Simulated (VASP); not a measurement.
# Mg7O (P6/mmm) in VASP: notebook

Mg7O is run at these levels: PBE; tasks: single point.

All numbers are computed with VASP 6.6.1; they aren't measurements. Logs are shortened: lines on timing, memory, paths and dates and some standing lists are left out, and cuts for length are marked.

## 1. The cell of the first run

The structure is hexagonal, space group P6/mmm (No. 191). Conventional cell: a = 4.700 Å, b = 4.700 Å, c = 6.531 Å, α = 90.00°, β = 90.00°, γ = 120.00°. Within 3.1 Å of Mg (site symmetry 2mm) lie 7 Mg at 2.35 to 2.98 Å and 2 O at 2.75 Å. Mg (site symmetry 6/mmm) has 12 Mg at 2.98 Å and 2 O at 3.27 Å within 3.9 Å. O (site symmetry 6/mmm) has 14 Mg at 2.75 to 3.27 Å within 3.6 Å.

The cell was built from a structure type or drawn by symmetry, and may not be a known phase.

## 2. Single point, PBE

Contents of INCAR:

```
ALGO     = Normal         # electronic algorithm
EDIFF    = 1E-6           # SCF threshold, eV
ENCUT    = 520            # plane-wave cutoff, eV
GGA      = PE             # functional
ISIF     = 2              # what is computed and relaxed
ISMEAR   = 0              # smearing method
LASPH    = T              # aspherical terms in the spheres
LCHARG   = F              # write CHGCAR
LREAL    = F              # projectors in reciprocal space
LWAVE    = F              # write WAVECAR
NBANDS   = 20             # bands
NELM     = 60             # most SCF steps
PREC     = Accurate       # precision mode
SIGMA    = 0.1            # smearing width, eV
```

Contents of KPOINTS:

```
k-points
0
Gamma
  6 6 4
```

Contents of POSCAR:

```
Mg7O
1.0
    4.6996220800      0.0000000000      0.0000000000
   -2.3498110400      4.0699921100      0.0000000000
    0.0000000000      0.0000000000      6.5309487900
Mg O
7 1
Direct
    0.5000000000      0.0000000000      0.7803368200
    0.0000000000      0.5000000000      0.7803368200
    0.5000000000      0.5000000000      0.7803368200
    0.0000000000      0.5000000000      0.2196631800
    0.5000000000      0.0000000000      0.2196631800
    0.5000000000      0.5000000000      0.2196631800
    0.0000000000      0.0000000000      0.5000000000
    0.0000000000      0.0000000000      0.0000000000
```

Potentials or basis: VASP PAW PBE potentials, release 64 (Mg, O).

Run with:

```
$ cat potpaw_PBE.64/Mg/POTCAR potpaw_PBE.64/O/POTCAR > POTCAR
$ mpirun -np 1 vasp_std > vasp.out
```

OUTCAR:

```text
EDIFF = 1E-6
   ENCUT = 520
   GGA = PE
   ISIF = 2
   ISMEAR = 0
   LASPH = T
   LREAL = F
   NELM = 60
   PREC = Accurate

 ion  position               nearest neighbor table
   1  0.500  0.000  0.780-   2 2.35   3 2.35   3 2.35   2 2.35   8 2.75   8 2.75   5 2.87   7 2.98
                             7 2.98
   2  0.000  0.500  0.780-   3 2.35   3 2.35   1 2.35   1 2.35   8 2.75   8 2.75   4 2.87   7 2.98
                             7 2.98
   3  0.500  0.500  0.780-   2 2.35   2 2.35   1 2.35   1 2.35   8 2.75   8 2.75   6 2.87   7 2.98
                             7 2.98
   4  0.000  0.500  0.220-   6 2.35   6 2.35   5 2.35   5 2.35   8 2.75   8 2.75   2 2.87   7 2.98
                             7 2.98
   5  0.500  0.000  0.220-   4 2.35   6 2.35   6 2.35   4 2.35   8 2.75   8 2.75   1 2.87   7 2.98
                             7 2.98
   6  0.500  0.500  0.220-   4 2.35   4 2.35   5 2.35   5 2.35   8 2.75   8 2.75   3 2.87   7 2.98
                             7 2.98
   7  0.000  0.000  0.500-   1 2.98   5 2.98   1 2.98   5 2.98   2 2.98   6 2.98   2 2.98   4 2.98
                             3 2.98   4 2.98   3 2.98   6 2.98
   8  0.000  0.000  0.000-   1 2.75   5 2.75   1 2.75   5 2.75   2 2.75   6 2.75   2 2.75   4 2.75
                             3 2.75   4 2.75   3 2.75   6 2.75

  LATTYP: Found a hexagonal cell.
 ALAT       =     4.6996220800
 C/A-ratio  =     1.3896753141

  Lattice vectors:

 A1 = (   4.6996220800,   0.0000000000,   0.0000000000)
 A2 = (  -2.3498110400,   4.0699921100,   0.0000000000)
 A3 = (   0.0000000000,   0.0000000000,   6.5309487900)

Analysis of symmetry for initial positions (statically):
=====================================================================
 Subroutine PRICEL returns:
 Original cell was already a primitive cell.

 Routine SETGRP: Setting up the symmetry group for a
 hexagonal supercell.

 Subroutine GETGRP returns: Found 24 space group operations
 (whereof 24 operations were pure point group operations)
 out of a pool of 24 trial point group operations.

The static configuration has the point symmetry D_6h.

Analysis of symmetry for dynamics (positions and initial velocities):
=====================================================================
 Subroutine PRICEL returns:
 Original cell was already a primitive cell.

 Routine SETGRP: Setting up the symmetry group for a
 hexagonal supercell.

 Subroutine GETGRP returns: Found 24 space group operations
 (whereof 24 operations were pure point group operations)
 out of a pool of 24 trial point group operations.

[... 114 lines left out ...]
   ISIF   =      2    stress and relaxation
   ISYM   =      2    0-nonsym 1-usesym 2-fastsym
   POTIM  = 0.5000    time-step for ionic-motion
   TEBEG  =    0.0;   TEEND  =   0.0 temperature during run
   PSTRESS=    0.0 pullay stress
   NELECT =      20.0000    total number of electrons
   NUPDOWN=      -1.0000    fix difference up-down
   EMIN   =  10.00;   EMAX   =-10.00  energy-range for DOS
   EFERMI =   0.00;   METHOD = LEGACY
   ISMEAR =     0;   SIGMA  =   0.10  broadening in eV -4-tet -1-fermi 0-gaus
   EFERMI_NEDOS =   21; number of points for ismear=-14 and -15
   IALGO  =     38    algorithm
   IMIX   =      4    mixing-type and parameters
     AMIX     =   0.40;   BMIX     =  1.00
     AMIX_MAG =   1.60;   BMIX_MAG =  1.00
  volume/ion in A,a.u.               =      15.62       105.38
  Fermi-wavevector in a.u.,A,eV,Ry     =   0.888943  1.679859 10.751591  0.790220
  Thomas-Fermi vector in A             =   2.010439
   LORBIT       =      0    0 simple, 1 ext, 2 COOP (PROOUT), +10 PAW based schemes
   GGA     = PE    functional components
   LHFCALC =     F    Hartree Fock is set to
   AEXX    =    0.0000 exact exchange contribution
   IVDW    =     0    specifies the selected vdW correction
   LEPSILON=     F    determine dielectric tensor
   LRPA    =     F    only Hartree local field effects (RPA)
 non-spin polarized calculation
 Gauss-broadening in eV      SIGMA  =   0.10
  energy-cutoff  :      520.00
  volume of cell :      124.92
 maximum number of plane-waves:      3396
 NGX is ok and might be reduce to    36
   NGX = 17   NGY = 17   NGZ = 25

 number of electron      19.9999995 magnetization

 Free energy of the ion-electron system (eV)
  ---------------------------------------------------
  ext. energy  EPLUGINS =         0.00000000
  ---------------------------------------------------
  free energy    TOTEN  =        -7.47778680 eV

  energy without entropy =       -7.46497375  energy(sigma->0) =       -7.47138027

 E-fermi :   4.2655     XC(G=0):  -9.5799

 val. band max:        4.2381353613   @ k =   0.3333   0.0000   0.5000
 cond. band min:       4.3818287245   @ k =   0.3333   0.0000   0.0000
 fundamental gap:      0.1436933633
 Fermi energy:         4.2654574653

 k-point     1 :       0.0000    0.0000    0.0000
  band No.  band energies     occupation
      1     -13.1844      2.00000
      2      -3.0715      2.00000
      3      -1.4106      2.00000
      4       0.5736      2.00000
      5       0.5736      2.00000
      6       0.7603      2.00000
[... 472 lines left out ...]
     19       8.9884      0.00000
     20      10.1360      0.00000

------------------------ aborting loop because EDIFF is reached ----------------------------------------

  FORCE on cell =-STRESS in cart. coord.  units (eV):
  Direction    XX          YY          ZZ          XY          YZ          ZX
  --------------------------------------------------------------------------------------
  -------------------------------------------------------------------------------------
  Total       36.4213833     36.4213833      1.5941244      0.0000000     -0.0000000      0.0000000
  in kB      467.1262120    467.1262122     20.4456076      0.0000000     -0.0000000      0.0000000
  external PRESSURE =     318.2326773 kB  Pullay stress =       0.0000000 kB

 VOLUME and BASIS-vectors are now :
 -----------------------------------------------------------------------------
  energy-cutoff  :      520.00
  volume of cell :      124.92
      direct lattice vectors                 reciprocal lattice vectors
     4.699622080  0.000000000  0.000000000     0.212783067  0.122850361  0.000000000
    -2.349811040  4.069992110  0.000000000     0.000000000  0.245700722  0.000000000
     0.000000000  0.000000000  6.530948790     0.000000000  0.000000000  0.153117109

 POSITION                                       TOTAL-FORCE (eV/Angst)
 -----------------------------------------------------------------------------------
      2.34981      0.00000      5.09634        -0.000000     -0.000000      0.326236
     -1.17491      2.03500      5.09634        -0.000000     -0.000000      0.326236
      1.17491      2.03500      5.09634         0.000000      0.000000      0.326236
     -1.17491      2.03500      1.43461         0.000000     -0.000000     -0.326236
      2.34981      0.00000      1.43461        -0.000000      0.000000     -0.326236
      1.17491      2.03500      1.43461        -0.000000      0.000000     -0.326236
      0.00000      0.00000      3.26547         0.000000      0.000000      0.000000
      0.00000      0.00000      0.00000         0.000000      0.000000      0.000000
 -----------------------------------------------------------------------------------
    total drift:                               -0.000000      0.000000     -0.000000

  FREE ENERGIE OF THE ION-ELECTRON SYSTEM (eV)
  ---------------------------------------------------
  free  energy   TOTEN  =        -7.4777867974 eV

  energy  without entropy=       -7.4649737483  energy(sigma->0) =       -7.47138027
```

OSZICAR:

```text
N       E                     dE             d eps       ncg     rms          rms(c)
DAV:   1     0.498407811146E+02    0.49841E+02   -0.66299E+03   840   0.780E+02
DAV:   2    -0.358196388409E+01   -0.53423E+02   -0.49588E+02  1088   0.115E+02
DAV:   3    -0.928549746559E+01   -0.57035E+01   -0.55854E+01  1064   0.350E+01
DAV:   4    -0.934801141253E+01   -0.62514E-01   -0.62448E-01   984   0.384E+00
DAV:   5    -0.934842820796E+01   -0.41680E-03   -0.41679E-03  1016   0.351E-01    0.809E+00
DAV:   6    -0.842708798471E+01    0.92134E+00   -0.10713E+01   968   0.241E+01    0.851E+00
DAV:   7    -0.753183119012E+01    0.89526E+00   -0.45954E+00  1124   0.112E+01    0.174E+00
DAV:   8    -0.748170555327E+01    0.50126E-01   -0.53559E-01   936   0.438E+00    0.417E-01
DAV:   9    -0.748092339415E+01    0.78216E-03   -0.35377E-02   948   0.101E+00    0.310E-01
DAV:  10    -0.747800784624E+01    0.29155E-02   -0.70256E-03  1092   0.558E-01    0.137E-01
DAV:  11    -0.747782542165E+01    0.18242E-03   -0.15443E-03   932   0.218E-01    0.319E-02
DAV:  12    -0.747779739449E+01    0.28027E-04   -0.10558E-04   968   0.592E-02    0.170E-02
DAV:  13    -0.747778797991E+01    0.94146E-05   -0.40830E-05  1196   0.393E-02    0.957E-03
DAV:  14    -0.747778676226E+01    0.12177E-05   -0.60540E-06   928   0.151E-02    0.195E-03
DAV:  15    -0.747778679740E+01   -0.35149E-07   -0.11540E-06   532   0.602E-03
   1 F= -.74777868E+01 E0= -.74713803E+01  d E =-.128130E-01
```

Wall time 31 s (1 thread of Intel Xeon 6975P-C (Granite Rapids), shared host); peak memory 0.25 GiB.

What came out:

* Free energy: -7.4778 eV
* Pressure: 31.8 GPa
* Largest force: 0.326 eV/Å
* Band gap on the k mesh: zero (bands 10 and 11 overlap by 1.80 eV)

Forces on the atoms (eV/Å):
```
Mg   0.000  0.000  0.326
Mg   0.000  0.000  0.326
Mg   0.000  0.000  0.326
Mg   0.000  0.000 -0.326
Mg   0.000  0.000 -0.326
Mg   0.000  0.000 -0.326
Mg   0.000  0.000  0.000
O    0.000  0.000  0.000
```

Stress tensor (GPa, compression positive):
```
46.71  0.00  0.00
 0.00 46.71  0.00
 0.00  0.00  2.04
```

Caveat: the cell stands under pressure.

## 3. Single point, PBE

This run uses another cell than the first one, of 21.20 Å³/atom.

Contents of INCAR:

```
PREC = Accurate
ENCUT = 520
EDIFF = 1E-6
ISMEAR = 0
SIGMA = 0.1
LREAL = F
LASPH = T
NELM = 80
ALGO = Normal
ISIF = 2
LWAVE = F
LCHARG = F
GGA = PE
NBANDS = 20
```

Contents of KPOINTS:

```
Automatic mesh
0
Gamma
  6 6 4
```

Contents of POSCAR:

```
Mg7O
1.0
    5.8347444894      0.0000000000      0.0000000000
   -2.9173722447      5.0530369524      0.0000000000
    0.0000000000      0.0000000000      5.7512812129
Mg O
7 1
Direct
    0.5000000000      0.0000000000      0.7506004864
    0.0000000000      0.5000000000      0.7506004864
    0.5000000000      0.5000000000      0.7506004864
    0.0000000000      0.5000000000      0.2493995136
    0.5000000000      0.0000000000      0.2493995136
    0.5000000000      0.5000000000      0.2493995136
    0.0000000000      0.0000000000      0.5000000000
    0.0000000000      0.0000000000      0.0000000000
```

Potentials or basis: VASP PAW PBE potentials, release 64 (Mg, O).

Run with:

```
$ cat potpaw_PBE.64/Mg/POTCAR potpaw_PBE.64/O/POTCAR > POTCAR
$ mpirun -np 1 vasp_std > vasp.out
```

It took 57 s on 1 thread of Intel Xeon 6975P-C (Granite Rapids), shared host; peak memory 0.33 GiB.

The run converged. Its results:

| Quantity | Value |
| --- | --- |
| Free energy | -14.3783 eV |
| Pressure | -0.3 GPa |
| Largest force | 0.009 eV/Å |
| Band gap on the k mesh | zero (bands 10 and 11 overlap by 0.71 eV) |

Forces in eV/Å, atoms in the order of the input:
```
Mg   0.000  0.000 -0.009
Mg   0.000  0.000 -0.009
Mg   0.000  0.000 -0.009
Mg   0.000  0.000  0.009
Mg   0.000  0.000  0.009
Mg   0.000  0.000  0.009
Mg   0.000  0.000  0.000
O    0.000  0.000  0.000
```

Levels at points of the mesh, in eV from the Fermi level:
| k point | band 8 | band 9 | band 10 | band 11 | band 12 | band 13 |
| --- | --- | --- | --- | --- | --- | --- |
| (0.00, 0.00, 0.00) | -0.97 | -0.97 | -0.76 | 0.14 | 0.14 | 1.13 |
| (0.50, 0.00, 0.00) | -1.08 | -0.84 | -0.48 | -0.08 | 0.20 | 2.11 |
| (0.00, 0.00, 0.50) | -0.85 | -0.44 | -0.44 | -0.07 | -0.07 | 0.36 |
| (0.50, 0.00, 0.50) | -1.65 | -1.03 | -0.48 | 0.26 | 0.86 | 3.19 |

Caveat: semilocal functionals underestimate gaps, so a narrow gap can read as zero.

(Part 1 of 2 ends here.)
